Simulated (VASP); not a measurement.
# C in VASP: a series of runs

The runs below take C through single point, with PBE.

All numbers are computed with VASP 6.6.1; they aren't measurements. Logs are shortened: lines on timing, memory, paths and dates and some standing lists are left out, and cuts for length are marked.

### 1 The cell of the first run

The cell holds a wire or tube with vacuum around it, 2 atoms: a = 10.300 Å, b = 9.300 Å, c = 1.283 Å, α = 90.00°, β = 90.00°, γ = 90.00°.

### 2 Single point, PBE, collinear spin

Contents of INCAR:

```
PREC = Accurate ; ENCUT = 520
EDIFF = 1E-6 ; ISMEAR = 0
SIGMA = 0.05 ; LREAL = False
LASPH = True ; NELM = 150
ALGO = Normal ; ISIF = 2
LWAVE = False ; LCHARG = True
ISPIN = 2 ; MAGMOM = 0.5 0.5
LORBIT = 11 ; GGA = PE
LELF = True ; LVHAR = True
NBANDS = 15
```

Contents of KPOINTS:

```
regular mesh
0
Gamma
  1 1 43
```

Contents of POSCAR:

```
C
1.0
   10.3000000000      0.0000000000      0.0000000000
    0.0000000000      9.3000000000      0.0000000000
    0.0000000000      0.0000000000      1.2826815913
C
2
Direct
    0.3224226586      0.5000000000      0.0000000000
    0.6775773414      0.5000000000      0.5000000000
```

Potentials or basis: VASP PAW PBE potentials, release 64 (C).

Launch:

```sh
$ cat potpaw_PBE.64/C/POTCAR > POTCAR
$ mpirun -np 1 vasp_std > vasp.out
```

OUTCAR:

```text
PREC = Accurate
   ENCUT = 520
   EDIFF = 1E-6
   ISMEAR = 0
   LREAL = False
   LASPH = True
   NELM = 150
   ISIF = 2
   ISPIN = 2
   LORBIT = 11
   GGA = PE

 ion  position               nearest neighbor table
   1  0.322  0.500  0.000-
   2  0.678  0.500  0.500-

  LATTYP: Found a simple orthorhombic cell.
 ALAT       =     1.2826815913
 B/A-ratio  =     7.2504353871
 C/A-ratio  =     8.0300520954

  Lattice vectors:

 A1 = (   0.0000000000,   0.0000000000,  -1.2826815913)
 A2 = (   0.0000000000,   9.3000000000,   0.0000000000)
 A3 = (  10.3000000000,   0.0000000000,   0.0000000000)

Analysis of symmetry for initial positions (statically):
=====================================================================
 Subroutine PRICEL returns:
 Original cell was already a primitive cell.

 Routine SETGRP: Setting up the symmetry group for a
 simple orthorhombic supercell.

 Subroutine GETGRP returns: Found  8 space group operations
 (whereof  4 operations were pure point group operations)
 out of a pool of  8 trial point group operations.

The static configuration has the point symmetry C_2v.
 The point group associated with its full space group is D_2h.

Analysis of symmetry for dynamics (positions and initial velocities):
=====================================================================
 Subroutine PRICEL returns:
 Original cell was already a primitive cell.

 Routine SETGRP: Setting up the symmetry group for a
 simple orthorhombic supercell.

 Subroutine GETGRP returns: Found  8 space group operations
 (whereof  4 operations were pure point group operations)
 out of a pool of  8 trial point group operations.

The dynamic configuration has the point symmetry C_2v.
 The point group associated with its full space group is D_2h.

Analysis of structural, dynamic, and magnetic symmetry:
=====================================================================
 Subroutine PRICEL returns:
 Original cell was already a primitive cell.

 Routine SETGRP: Setting up the symmetry group for a
 simple orthorhombic supercell.

 Subroutine GETGRP returns: Found  8 space group operations
 (whereof  4 operations were pure point group operations)
 out of a pool of  8 trial point group operations.

The overall configuration has the point symmetry C_2v.
 The point group associated with its full space group is D_2h.

 Subroutine INISYM returns: Found  8 space group operations
 (whereof  4 operations are pure point group operations),
 and found     1 'primitive' translations

----------------------------------------------------------------------------------------

                                     Primitive cell

  volume of cell :     122.8681

  direct lattice vectors                    reciprocal lattice vectors
    10.300000000  0.000000000  0.000000000     0.097087379  0.000000000  0.000000000
     0.000000000  9.300000000  0.000000000     0.000000000  0.107526882  0.000000000
     0.000000000  0.000000000  1.282681591     0.000000000  0.000000000  0.779616708

  length of vectors
    10.300000000  9.300000000  1.282681591     0.097087379  0.107526882  0.779616708

  position of ions in fractional coordinates (direct lattice)
     0.322422659  0.500000000  0.000000000
     0.677577341  0.500000000  0.500000000

  ion indices of the primitive-cell ions
   primitive index   ion index
                 1           1
                 2           2

----------------------------------------------------------------------------------------

 KPOINTS: regular mesh

Automatic generation of k-mesh.
 Grid dimensions read from file:
 generate k-points for:    1    1   43

 Generating k-lattice:

  Cartesian coordinates                     Fractional coordinates (reciprocal lattice)
     0.097087379  0.000000000  0.000000000     1.000000000  0.000000000  0.000000000
     0.000000000  0.107526882  0.000000000     0.000000000  1.000000000  0.000000000
     0.000000000  0.000000000  0.018130621     0.000000000  0.000000000  0.023255814

  Length of vectors
     0.097087379  0.107526882  0.018130621
[... 43 lines left out ...]
   ISTART =      0    job   : 0-new  1-cont  2-samecut
   ICHARG =      2    charge: 1-file 2-atom 10-const
   ISPIN  =      2    spin polarized calculation?
   LNONCOLLINEAR =      F non collinear calculations
   LSORBIT =      F    spin-orbit coupling
   LASPH  =      T    aspherical Exc in radial PAW
   ENCUT  =  520.0 eV  38.22 Ry    6.18 a.u.  19.15 17.29  2.38*2*pi/ulx,y,z
   NELM   =    150;   NELMIN=  2; NELMDL= -5     # of ELM steps
   EDIFF  = 0.1E-05   stopping-criterion for ELM
   LREAL  =      F    real-space projection
   EDIFFG = 0.1E-04   stopping-criterion for IOM
   NSW    =      0    number of steps for IOM
   IBRION =     -1    ionic relax: 0-MD 1-quasi-New 2-CG
   NFREE  =      0    steps in history (QN), initial steepest desc. (CG)
   ISIF   =      2    stress and relaxation
   ISYM   =      2    0-nonsym 1-usesym 2-fastsym
   POTIM  = 0.5000    time-step for ionic-motion
   TEBEG  =    0.0;   TEEND  =   0.0 temperature during run
   PSTRESS=    0.0 pullay stress
   NELECT =       8.0000    total number of electrons
   NUPDOWN=      -1.0000    fix difference up-down
   EMIN   =  10.00;   EMAX   =-10.00  energy-range for DOS
   EFERMI =   0.00;   METHOD = LEGACY
   ISMEAR =     0;   SIGMA  =   0.05  broadening in eV -4-tet -1-fermi 0-gaus
   EFERMI_NEDOS =   21; number of points for ismear=-14 and -15
   IALGO  =     38    algorithm
   IMIX   =      4    mixing-type and parameters
     AMIX     =   0.40;   BMIX     =  1.00
     AMIX_MAG =   1.60;   BMIX_MAG =  1.00
  volume/ion in A,a.u.               =      61.43       414.58
  Fermi-wavevector in a.u.,A,eV,Ry     =   0.658605  1.244583  5.901674  0.433761
  Thomas-Fermi vector in A             =   1.730480
   LORBIT       =     11    0 simple, 1 ext, 2 COOP (PROOUT), +10 PAW based schemes
   GGA     = PE    functional components
   LHFCALC =     F    Hartree Fock is set to
   AEXX    =    0.0000 exact exchange contribution
   IVDW    =     0    specifies the selected vdW correction
   LEPSILON=     F    determine dielectric tensor
   LRPA    =     F    only Hartree local field effects (RPA)
 spin polarized calculation
 Gauss-broadening in eV      SIGMA  =   0.05
  energy-cutoff  :      520.00
  volume of cell :      122.87
 maximum number of plane-waves:      3385
 NGX is ok and might be reduce to    80
   NGX = 39   NGY = 35   NGZ =  5

 number of electron       8.0000000 magnetization      -0.0008327

 number of electron       8.0000000 magnetization       0.0000005

 Free energy of the ion-electron system (eV)
  ---------------------------------------------------
  ext. energy  EPLUGINS =         0.00000000
  ---------------------------------------------------
  free energy    TOTEN  =       -16.49511962 eV

  energy without entropy =      -16.49481706  energy(sigma->0) =      -16.49496834

 E-fermi :  -3.7802     XC(G=0):  -2.7372

 val. band max:       -3.8536539514   @ k =   0.0000   0.0000   0.2558
 cond. band min:      -3.7066605617   @ k =   0.0000   0.0000   0.2558
 fundamental gap:      0.1469933897
 Fermi energy:        -3.7801632524

 spin component 1

 k-point     1 :       0.0000    0.0000    0.0000
  band No.  band energies     occupation
      1     -20.1825      1.00000
      2     -20.1121      1.00000
      3      -9.4251      1.00000
      4      -9.2644      1.00000
      5      -9.1805      1.00000
      6      -8.9294      1.00000
      7       0.1999      0.00000
      8       1.6766      0.00000
      9       1.7111      0.00000
     10       1.9293      0.00000
     11       2.5812      0.00000
     12       2.6453      0.00000
     13       3.1348      0.00000
     14       4.1927      0.00000
[... 364 lines left out ...]
      1     -12.9421      1.00000
      2     -12.9407      1.00000
      3       4.7054      0.00000
      4       4.7200      0.00000
      5       7.1857      0.00000
      6       7.1939      0.00000
      7       7.1962      0.00000
      8       7.2514      0.00000
      9      18.9284      0.00000
     10      18.9519      0.00000
     11      19.0065      0.00000
     12      19.1032      0.00000
     13      21.5599      0.00000
     14      22.6309      0.00000
     15      23.6491      0.00000
 Fermi energy:        -3.7801632524

 spin component 2

 k-point     1 :       0.0000    0.0000    0.0000
  band No.  band energies     occupation
      1     -20.1825      1.00000
      2     -20.1121      1.00000
      3      -9.4251      1.00000
      4      -9.2644      1.00000
      5      -9.1805      1.00000
      6      -8.9294      1.00000
      7       0.2074      0.00000
      8       1.6819      0.00000
      9       1.7206      0.00000
     10       1.9323      0.00000
     11       2.6207      0.00000
     12       2.6473      0.00000
     13       3.1372      0.00000
     14       4.2150      0.00000
[... 365 lines left out ...]
      2     -12.9407      1.00000
      3       4.7054      0.00000
      4       4.7200      0.00000
      5       7.1857      0.00000
      6       7.1939      0.00000
      7       7.1962      0.00000
      8       7.2514      0.00000
      9      18.9284      0.00000
     10      18.9519      0.00000
     11      19.0065      0.00000
     12      19.1032      0.00000
     13      21.5638      0.00000
     14      22.6333      0.00000
     15      23.6621      0.00000

------------------------ aborting loop because EDIFF is reached ----------------------------------------

  FORCE on cell =-STRESS in cart. coord.  units (eV):
  Direction    XX          YY          ZZ          XY          YZ          ZX
  --------------------------------------------------------------------------------------
  -------------------------------------------------------------------------------------
  Total       -0.0079109     -0.0101456     -0.0698695      0.0000000      0.0000000      0.0000000
  in kB       -0.1031568     -0.1322968     -0.9110852      0.0000000      0.0000000      0.0000000
  external PRESSURE =      -0.3821796 kB  Pullay stress =       0.0000000 kB

 VOLUME and BASIS-vectors are now :
 -----------------------------------------------------------------------------
  energy-cutoff  :      520.00
  volume of cell :      122.87
      direct lattice vectors                 reciprocal lattice vectors
    10.300000000  0.000000000  0.000000000     0.097087379  0.000000000  0.000000000
     0.000000000  9.300000000  0.000000000     0.000000000  0.107526882  0.000000000
     0.000000000  0.000000000  1.282681591     0.000000000  0.000000000  0.779616708

 POSITION                                       TOTAL-FORCE (eV/Angst)
 -----------------------------------------------------------------------------------
      3.32095      4.65000      0.00000        -0.000201      0.000000      0.000000
      6.97905      4.65000      0.64134         0.000201      0.000000      0.000000
 -----------------------------------------------------------------------------------
    total drift:                               -0.000000      0.000000     -0.000000

  FREE ENERGIE OF THE ION-ELECTRON SYSTEM (eV)
  ---------------------------------------------------
  free  energy   TOTEN  =       -16.4951196176 eV

  energy  without entropy=      -16.4948170639  energy(sigma->0) =      -16.49496834

 total charge

# of ion       s       p       d       tot
------------------------------------------
    1        0.891   1.789   0.000   2.681
    2        0.891   1.789   0.000   2.681
--------------------------------------------------
tot          1.782   3.579   0.000   5.361

 magnetization (x)

# of ion       s       p       d       tot
------------------------------------------
    1        0.000  -0.000   0.000   0.000
    2        0.000  -0.000   0.000   0.000
--------------------------------------------------
tot          0.000  -0.000   0.000   0.000
```

Run time: 2.5 min. Hardware: 1 thread of Intel Xeon 8259CL, shared host; peak memory 0.28 GiB.

What came out:

```
Free energy                                           : -16.4951 eV
Band gap on the k mesh                                : zero (filled and empty bands overlap)
Net moment                                            : 0.00 μB per cell
Valence electrons inside the program's atomic spheres : C 2.68
```

Levels at points of the mesh, in eV from the Fermi level:
Spin up:
```csv
k point,band 1,band 2,band 3,band 4,band 5,band 6,band 7,band 8
"(0.00, 0.00, 0.00)",-16.40,-16.33,-5.64,-5.48,-5.40,-5.15,3.98,5.46
```
Spin down:
```tsv
k point	band 1	band 2	band 3	band 4	band 5	band 6	band 7	band 8
(0.00, 0.00, 0.00)	-16.40	-16.33	-5.64	-5.48	-5.40	-5.15	3.99	5.46
```

### 3 Single point, PBE, collinear spin

This run uses another cell than the first one.

Contents of INCAR:

```
SYSTEM = C
PREC     = Accurate       ! precision mode
ENCUT    = 520            ! plane-wave cutoff, eV
EDIFF    = 1E-6           ! SCF threshold, eV
ISMEAR   = 0              ! smearing method
SIGMA    = 0.05           ! smearing width, eV
LREAL    = .False.        ! projectors in reciprocal space
LASPH    = .True.         ! aspherical terms in the spheres
NELM     = 150            ! most SCF steps
ALGO     = Normal         ! electronic algorithm
ISIF     = 2              ! what is computed and relaxed
LWAVE    = .False.        ! write WAVECAR
LCHARG   = .False.        ! write CHGCAR
ISPIN    = 2              ! spin polarisation
MAGMOM   = 0.5 0.5        ! initial moments
LORBIT   = 11             ! projections on sites
GGA      = PE             ! functional
NBANDS   = 15             ! bands
```

Contents of KPOINTS:

```
Automatic mesh
0
Gamma
  1 1 43
  0 0 0
```

Contents of POSCAR:

```
C
1.0
   10.3000000000      0.0000000000      0.0000000000
    0.0000000000      9.3000000000      0.0000000000
    0.0000000000      0.0000000000      1.4753547868
C
2
Direct
    0.4391912755      0.5000000000      0.0000000000
    0.5608087245      0.5000000000      0.5000000000
```

Potentials or basis: VASP PAW PBE potentials, release 64 (C).

Launch:

```sh
$ cat potpaw_PBE.64/C/POTCAR > POTCAR
$ mpirun -np 1 vasp_std > vasp.out
```

It took 2.7 min on 1 thread of Intel Xeon 8259CL, shared host; peak memory 0.31 GiB.

Results (log left out):

```
Free energy                                           : -11.9761 eV
Largest force                                         : 8.026 eV/Å
Net moment                                            : 0.04 μB per cell
Valence electrons inside the program's atomic spheres : C 2.55
```

Forces on the atoms (eV/Å):
```
C   -8.026  0.000  0.000
C    8.026  0.000  0.000
```

Levels at points of the mesh, in eV from the Fermi level:
Spin up:
| k point | band 1 | band 2 | band 3 | band 4 | band 5 | band 6 | band 7 | band 8 |
| --- | --- | --- | --- | --- | --- | --- | --- | --- |
| (0.00, 0.00, 0.00) | -25.14 | -13.60 | -10.50 | -8.58 | -2.56 | 2.71 | 3.59 | 3.92 |
Spin down:
| k point | band 1 | band 2 | band 3 | band 4 | band 5 | band 6 | band 7 | band 8 | band 9 |
| --- | --- | --- | --- | --- | --- | --- | --- | --- | --- |
| (0.00, 0.00, 0.00) | -25.12 | -13.57 | -10.44 | -8.56 | -2.49 | 2.72 | 3.59 | 3.92 | 4.02 |

### 4 Single point, PBE, collinear spin

This run uses another cell than the first one.

Contents of INCAR:

```
SYSTEM = C
  PREC = Accurate
  ENCUT = 520
  EDIFF = 1E-6
  ISMEAR = 0
  SIGMA = 0.05
  LREAL = .False.
  LASPH = .True.
  NELM = 150
  ALGO = Normal
  ISIF = 2
  LWAVE = .False.
  LCHARG = .False.
  ISPIN = 2
  MAGMOM = 0.5 0.5
  LORBIT = 11
  GGA = PE
  NBANDS = 15
```

Contents of KPOINTS:

```
Automatic mesh
0
Gamma
  1 1 26
  0 0 0
```

Contents of POSCAR:

```
C
1.0
    9.6000000000      0.0000000000      0.0000000000
    0.0000000000      9.3000000000      0.0000000000
    0.0000000000      0.0000000000      2.5053194494
C
2
Direct
    0.4673786530      0.5000000000      0.0000000000
    0.5326213470      0.5000000000      0.5000000000
```

Launch:

```sh
$ cat potpaw_PBE.64/C/POTCAR > POTCAR
$ mpirun -np 1 vasp_std > vasp.out
```

It took 2.9 min on 1 thread of Intel Xeon 8259CL, shared host; peak memory 0.4 GiB.

The run converged. Its results:

```yaml
Free_energy: -15.1040 eV
Largest_force: 5.451 eV/Å
Net_moment: 0.00 μB per cell
Valence_electrons_inside_the_program's_atomic_spheres: C 2.44
```

Forces on the atoms (eV/Å):
```
C    5.451  0.000  0.000
C   -5.451  0.000  0.000
```

Levels at points of the mesh, in eV from the Fermi level:
Spin up:
| k point | band 1 | band 2 | band 3 | band 4 | band 5 | band 6 | band 7 | band 8 | band 9 |
| --- | --- | --- | --- | --- | --- | --- | --- | --- | --- |
| (0.00, 0.00, 0.00) | -15.64 | -4.81 | -4.54 | -4.21 | 2.72 | 5.57 | 6.23 | 6.54 | 6.56 |
| (0.00, 0.00, 0.50) | -11.88 | -11.88 | -0.63 | -0.63 | 0.81 | 0.81 | 10.46 | 10.46 | 12.07 |
Spin down:
```csv
k point,band 2,band 3,band 4,band 5,band 6,band 7
"(0.00, 0.00, 0.00)",-4.81,-4.54,-4.21,2.72,5.59,6.23
"(0.00, 0.00, 0.50)",-11.88,-0.63,-0.63,0.81,0.81,10.46
```

### 5 Overview

```tsv
cell	k mesh	gap on the mesh (eV)	moment (μB)	largest force (eV/Å)
a = 10.300, b = 9.300, c = 1.283 Å, 2 atoms, atomic positions A	1 × 1 × 43	none	0.00	-
a = 10.300, b = 9.300, c = 1.475 Å, 2 atoms, atomic positions B	1 × 1 × 43	none	0.04	8.03
a = 9.600, b = 9.300, c = 2.505 Å, 2 atoms, atomic positions C	1 × 1 × 26	-	0.00	5.45
```

Alike in all rows: task single point; level PBE; potentials or basis VASP PAW PBE potentials, release 64 (C); spin collinear; cutoff (eV) 520; smearing gaussian 0.05 eV.

Total energies depend on the potentials used, so only differences within one code and one set of settings carry meaning.
